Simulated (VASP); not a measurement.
# Ho2Sb2N (R-3m) in VASP: single point with PBE

Aim: the single point of Ho2Sb2N with PBE.

Everything below comes from runs of VASP 6.6.1. Logs are shortened: lines on timing, memory, paths and dates and some standing lists are left out, and cuts for length are marked.

### 1 The cell of the first run

It takes space group R-3m (No. 166, trigonal). Conventional cell: a = 5.079 Å, b = 5.079 Å, c = 14.463 Å, α = 90.00°, β = 90.00°, γ = 120.00°. Within 4.0 Å of Ho (site symmetry 3m) lie 3 N at 3.05 Å and 4 Ho at 3.12 to 3.39 Å and 7 Sb at 3.20 to 3.35 Å. Within 3.4 Å of Sb (site symmetry 3m) lie 1 N at 2.47 Å and 3 Sb at 2.93 Å and 7 Ho at 3.20 to 3.35 Å. N (site symmetry -3m) has 2 Sb at 2.47 Å and 6 Ho at 3.05 Å within 3.3 Å.

The cell was generated, and may not be a known phase.

### 2 Single point, PBE

INCAR reads:

```
SYSTEM = Ho2Sb2N
PREC = Accurate ; ENCUT = 600
EDIFF = 1E-6 ; ISMEAR = 0
SIGMA = 0.2 ; LREAL = .False.
LASPH = .True. ; NELM = 200
ALGO = Normal ; ISIF = 2
LWAVE = .False. ; LCHARG = .False.
GGA = PE ; NBANDS = 24
GGA_COMPAT = .False. ; LMAXMIX = 6
```

KPOINTS reads:

```
Automatic mesh
0
Gamma
  4 4 4
  0 0 0
```

POSCAR reads:

```
Ho2Sb2N
1.0
    2.5393048981      1.4660683665      4.8210670329
   -2.5393048981      1.4660683665      4.8210670329
    0.0000000000     -2.9321367329      4.8210670329
Ho Sb N
2 2 1
Direct
    0.8921662823      0.8921662823      0.8921662823
    0.1078337177      0.1078337177      0.1078337177
    0.6707516822      0.6707516822      0.6707516822
    0.3292483178      0.3292483178      0.3292483178
    0.5000000000      0.5000000000      0.5000000000
```

Potentials or basis: VASP PAW PBE potentials, release 64 (Ho_3, Sb, N), 4f in core.

Command:

```sh
$ cat potpaw_PBE.64/Ho_3/POTCAR potpaw_PBE.64/Sb/POTCAR potpaw_PBE.64/N/POTCAR > POTCAR
$ mpirun -np 1 vasp_std > vasp.out
```

OUTCAR:

```text
SYSTEM = Ho2Sb2N
   PREC = Accurate
   ENCUT = 600
   EDIFF = 1E-6
   ISMEAR = 0
   LREAL = .False.
   LASPH = .True.
   NELM = 200
   ISIF = 2
   GGA = PE

 ion  position               nearest neighbor table
   1  0.892  0.892  0.892-   2 3.12   3 3.20   4 3.29   4 3.29   4 3.29   3 3.35   3 3.35   3 3.35
                             2 3.39   2 3.39   2 3.39
   2  0.108  0.108  0.108-   1 3.12   4 3.20   3 3.29   3 3.29   3 3.29   4 3.35   4 3.35   4 3.35
                             1 3.39   1 3.39   1 3.39
   3  0.671  0.671  0.671-   5 2.47   4 2.93   4 2.93   4 2.93   1 3.20   2 3.29   2 3.29   2 3.29
                             1 3.35   1 3.35   1 3.35
   4  0.329  0.329  0.329-   5 2.47   3 2.93   3 2.93   3 2.93   2 3.20   1 3.29   1 3.29   1 3.29
                             2 3.35   2 3.35   2 3.35
   5  0.500  0.500  0.500-   3 2.47   4 2.47

  LATTYP: Found a trigonal (rhomboedric) cell.
 ALAT       =     5.6427044187
 COS(alpha) =     0.5949719567

  Lattice vectors:

 A1 = (   2.5393048981,   1.4660683665,   4.8210670329)
 A2 = (  -2.5393048981,   1.4660683665,   4.8210670329)
 A3 = (   0.0000000000,  -2.9321367329,   4.8210670329)

Analysis of symmetry for initial positions (statically):
=====================================================================
 Subroutine PRICEL returns:
 Original cell was already a primitive cell.

 Routine SETGRP: Setting up the symmetry group for a
 trigonal (rhombohedral) supercell.

 Subroutine GETGRP returns: Found 12 space group operations
 (whereof 12 operations were pure point group operations)
 out of a pool of 12 trial point group operations.

The static configuration has the point symmetry D_3d.

Analysis of symmetry for dynamics (positions and initial velocities):
=====================================================================
 Subroutine PRICEL returns:
 Original cell was already a primitive cell.

 Routine SETGRP: Setting up the symmetry group for a
 trigonal (rhombohedral) supercell.

 Subroutine GETGRP returns: Found 12 space group operations
 (whereof 12 operations were pure point group operations)
 out of a pool of 12 trial point group operations.

The dynamic configuration has the point symmetry D_3d.

 Subroutine INISYM returns: Found 12 space group operations
 (whereof 12 operations are pure point group operations),
 and found     1 'primitive' translations

----------------------------------------------------------------------------------------

                                     Primitive cell

  volume of cell :     107.6871

  direct lattice vectors                    reciprocal lattice vectors
     2.539304898  1.466068367  4.821067033     0.196904279  0.113682738  0.069140987
    -2.539304898  1.466068367  4.821067033    -0.196904279  0.113682738  0.069140987
     0.000000000 -2.932136733  4.821067033     0.000000000 -0.227365477  0.069140987

  length of vectors
     5.642704419  5.642704419  5.642704419     0.237645821  0.237645821  0.237645821

  position of ions in fractional coordinates (direct lattice)
     0.892166282  0.892166282  0.892166282
     0.107833718  0.107833718  0.107833718
     0.670751682  0.670751682  0.670751682
     0.329248318  0.329248318  0.329248318
     0.500000000  0.500000000  0.500000000

  ion indices of the primitive-cell ions
   primitive index   ion index
                 1           1
                 2           2
                 3           3
                 4           4
                 5           5

----------------------------------------------------------------------------------------

 KPOINTS: Automatic mesh

Automatic generation of k-mesh.
 Grid dimensions read from file:
 generate k-points for:    4    4    4

 Generating k-lattice:

  Cartesian coordinates                     Fractional coordinates (reciprocal lattice)
     0.049226070  0.028420685  0.017285247     0.250000000  0.000000000  0.000000000
    -0.049226070  0.028420685  0.017285247     0.000000000  0.250000000  0.000000000
     0.000000000 -0.056841369  0.017285247     0.000000000  0.000000000  0.250000000

  Length of vectors
     0.059411455  0.059411455  0.059411455

  Shift w.r.t. Gamma in fractional coordinates (k-lattice)
     0.000000000  0.000000000  0.000000000

 Subroutine IBZKPT returns following result:
 ===========================================

 Found     13 irreducible k-points:

 Following reciprocal coordinates:
            Coordinates               Weight
  0.000000  0.000000  0.000000      1.000000
  0.250000  0.000000  0.000000      6.000000
  0.500000  0.000000  0.000000      3.000000
  0.250000  0.250000  0.000000      6.000000
  0.500000  0.250000  0.000000     12.000000
 -0.250000  0.250000  0.000000      6.000000
  0.500000  0.500000  0.000000      3.000000
  0.250000  0.250000  0.250000      2.000000
  0.500000  0.250000  0.250000      6.000000
 -0.250000  0.250000  0.250000      6.000000
  0.500000  0.500000  0.250000      6.000000
 -0.250000  0.500000  0.250000      6.000000
  0.500000  0.500000  0.500000      1.000000
   k-points           NKPTS =     13   k-points in BZ     NKDIM =     13   number of bands    NBANDS=     24
   number of dos      NEDOS =    301   number of ions     NIONS =      5
   total plane-waves  NPLWV = 110592
   dimension x,y,z NGX =    48 NGY =   48 NGZ =   48
   dimension x,y,z NGXF=    96 NGYF=   96 NGZF=   96
   ions per type =               2   2   1
   NGX,Y,Z   is equivalent  to a cutoff of  14.14, 14.14, 14.14 a.u.
   NGXF,Y,Z  is equivalent  to a cutoff of  28.28, 28.28, 28.28 a.u.
 SYSTEM =  Ho2Sb2N
   PREC   = accura    normal or accurate (medium, high low for compatibility)
   ISTART =      0    job   : 0-new  1-cont  2-samecut
   ICHARG =      2    charge: 1-file 2-atom 10-const
   ISPIN  =      1    spin polarized calculation?
   LNONCOLLINEAR =      F non collinear calculations
   LSORBIT =      F    spin-orbit coupling
   LASPH  =      T    aspherical Exc in radial PAW
   ENCUT  =  600.0 eV  44.10 Ry    6.64 a.u.  11.27 11.27 11.27*2*pi/ulx,y,z
   NELM   =    200;   NELMIN=  2; NELMDL= -5     # of ELM steps
   EDIFF  = 0.1E-05   stopping-criterion for ELM
   LREAL  =      F    real-space projection
   EDIFFG = 0.1E-04   stopping-criterion for IOM
   NSW    =      0    number of steps for IOM
   IBRION =     -1    ionic relax: 0-MD 1-quasi-New 2-CG
   NFREE  =      0    steps in history (QN), initial steepest desc. (CG)
   ISIF   =      2    stress and relaxation
   ISYM   =      2    0-nonsym 1-usesym 2-fastsym
   POTIM  = 0.5000    time-step for ionic-motion
   TEBEG  =    0.0;   TEEND  =   0.0 temperature during run
   PSTRESS=    0.0 pullay stress
   NELECT =      33.0000    total number of electrons
   NUPDOWN=      -1.0000    fix difference up-down
   EMIN   =  10.00;   EMAX   =-10.00  energy-range for DOS
   EFERMI =   0.00;   METHOD = LEGACY
   ISMEAR =     0;   SIGMA  =   0.20  broadening in eV -4-tet -1-fermi 0-gaus
   EFERMI_NEDOS =   21; number of points for ismear=-14 and -15
   IALGO  =     38    algorithm
   IMIX   =      4    mixing-type and parameters
     AMIX     =   0.40;   BMIX     =  1.00
     AMIX_MAG =   1.60;   BMIX_MAG =  1.00
  volume/ion in A,a.u.               =      21.54       145.34
  Fermi-wavevector in a.u.,A,eV,Ry     =   1.103718  2.085725 16.574542  1.218194
  Thomas-Fermi vector in A             =   2.240181
   LORBIT       =      0    0 simple, 1 ext, 2 COOP (PROOUT), +10 PAW based schemes
   GGA     = PE    functional components
   LHFCALC =     F    Hartree Fock is set to
   AEXX    =    0.0000 exact exchange contribution
   IVDW    =     0    specifies the selected vdW correction
   LEPSILON=     F    determine dielectric tensor
   LRPA    =     F    only Hartree local field effects (RPA)
 non-spin polarized calculation
 Gauss-broadening in eV      SIGMA  =   0.20
  energy-cutoff  :      600.00
  volume of cell :      107.69
 maximum number of plane-waves:      3608
 NGX is ok and might be reduce to    48
   NGX = 23   NGY = 23   NGZ = 23

 number of electron      33.0000001 magnetization

 Free energy of the ion-electron system (eV)
  ---------------------------------------------------
  ext. energy  EPLUGINS =         0.00000000
  ---------------------------------------------------
  free energy    TOTEN  =       -25.69106866 eV

  energy without entropy =      -25.65299781  energy(sigma->0) =      -25.67203324

 E-fermi :   6.9935     XC(G=0): -10.7435

 val. band max:        6.8946071027   @ k =  -0.2500   0.2500   0.2500
 cond. band min:       7.0274183549   @ k =   0.2500   0.2500   0.2500
 fundamental gap:      0.1328112522
 Fermi energy:         6.9935322707

 k-point     1 :       0.0000    0.0000    0.0000
  band No.  band energies     occupation
      1     -17.9579      2.00000
      2     -17.6553      2.00000
      3     -17.6553      2.00000
      4     -17.5043      2.00000
      5     -17.5043      2.00000
      6     -17.3443      2.00000
[... 16 lines left out ...]
     23      10.2287      0.00000
     24      10.2287      0.00000

 k-point     2 :       0.2500    0.0000    0.0000
  band No.  band energies     occupation
      1     -17.9538      2.00000
      2     -17.6965      2.00000
      3     -17.6708      2.00000
      4     -17.4918      2.00000
      5     -17.4881      2.00000
      6     -17.3402      2.00000
[... 16 lines left out ...]
     23      10.4393      0.00000
     24      10.5618      0.00000

 k-point     3 :       0.5000    0.0000    0.0000
  band No.  band energies     occupation
      1     -17.9489      2.00000
      2     -17.7399      2.00000
      3     -17.6842      2.00000
      4     -17.4814      2.00000
      5     -17.4656      2.00000
      6     -17.3401      2.00000
[... 16 lines left out ...]
     23       9.7945      0.00000
     24      10.3567      0.00000
[... 217 lines left out ...]
 k-point    12 :      -0.2500    0.5000    0.2500
  band No.  band energies     occupation
      1     -17.9362      2.00000
      2     -17.7498      2.00000
      3     -17.6064      2.00000
      4     -17.6049      2.00000
      5     -17.4252      2.00000
      6     -17.3430      2.00000
[... 16 lines left out ...]
     23       9.9465      0.00000
     24      10.4469      0.00000

 k-point    13 :       0.5000    0.5000    0.5000
  band No.  band energies     occupation
      1     -17.8616      2.00000
      2     -17.7201      2.00000
      3     -17.7201      2.00000
      4     -17.4625      2.00000
      5     -17.4377      2.00000
      6     -17.4377      2.00000
[... 16 lines left out ...]
     23      10.8537      0.00000
     24      10.8684      0.00000

------------------------ aborting loop because EDIFF is reached ----------------------------------------

  FORCE on cell =-STRESS in cart. coord.  units (eV):
  Direction    XX          YY          ZZ          XY          YZ          ZX
  --------------------------------------------------------------------------------------
  -------------------------------------------------------------------------------------
  Total        0.2183328      0.2183328      0.3569447      0.0000000      0.0000000      0.0000000
  in kB        3.2483748      3.2483748      5.3106542      0.0000000      0.0000000      0.0000000
  external PRESSURE =       3.9358013 kB  Pullay stress =       0.0000000 kB

 VOLUME and BASIS-vectors are now :
 -----------------------------------------------------------------------------
  energy-cutoff  :      600.00
  volume of cell :      107.69
      direct lattice vectors                 reciprocal lattice vectors
     2.539304898  1.466068367  4.821067033     0.196904279  0.113682738  0.069140987
    -2.539304898  1.466068367  4.821067033    -0.196904279  0.113682738  0.069140987
     0.000000000 -2.932136733  4.821067033     0.000000000 -0.227365477  0.069140987

 POSITION                                       TOTAL-FORCE (eV/Angst)
 -----------------------------------------------------------------------------------
      0.00000      0.00000     12.90358         0.000000      0.000000      0.016970
      0.00000      0.00000      1.55962         0.000000     -0.000000     -0.016970
      0.00000      0.00000      9.70122         0.000000     -0.000000     -0.040554
      0.00000      0.00000      4.76198         0.000000      0.000000      0.040554
      0.00000      0.00000      7.23160         0.000000     -0.000000      0.000000
 -----------------------------------------------------------------------------------
    total drift:                               -0.000000      0.000000     -0.000000

  FREE ENERGIE OF THE ION-ELECTRON SYSTEM (eV)
  ---------------------------------------------------
  free  energy   TOTEN  =       -25.6910686616 eV

  energy  without entropy=      -25.6529978091  energy(sigma->0) =      -25.67203324
```

Wall time 71 s (1 thread of Intel Xeon Platinum 8488C (Sapphire Rapids), shared host); peak memory 0.34 GiB.

What came out:

```
Free energy            : -25.6911 eV
Pressure               : 0.4 GPa
Largest force          : 0.041 eV/Å
Band gap on the k mesh : zero (an odd number of electrons rules out a gap without spin polarisation)
```

Forces in eV/Å, atoms in the order of the input:
```
Ho   0.000  0.000  0.017
Ho   0.000  0.000 -0.017
Sb   0.000  0.000 -0.041
Sb   0.000  0.000  0.041
N    0.000  0.000  0.000
```

Levels at points of the mesh, in eV from the Fermi level:
```
           k point  band 13  band 14  band 15  band 16  band 17  band 18  band 19  band 20  band 21  band 22
(0.00, 0.00, 0.00)    -3.01    -3.01    -1.91    -1.91    -1.08     1.34     1.61     1.61     1.67     2.90
(0.50, 0.00, 0.00)    -2.68    -1.78    -1.75    -0.20    -0.13     0.44     1.92     2.34     2.58     2.64
(0.50, 0.50, 0.00)    -2.53    -2.22    -1.46    -0.17     0.45     0.48     1.00     1.93     2.10     2.49
(0.50, 0.50, 0.50)    -2.85    -1.62    -1.62    -1.46    -1.33    -1.33     0.20     0.20     3.18     3.18
```

Caveat: the k points lie up to 0.37 Å⁻¹ apart, too coarse for converged energies and pressures of a metal; spin-orbit coupling is left out, which moves the levels of the heavy elements; the 4f electrons are frozen in the core, so they carry no moment and show no levels; the run has no spin polarisation, though such a crystal can be magnetic. Spin polarisation is off, so any magnetic state and its effect on volume and gap are missing.

The gap in the log of VASP goes by the Fermi energy; the results here count the filled bands.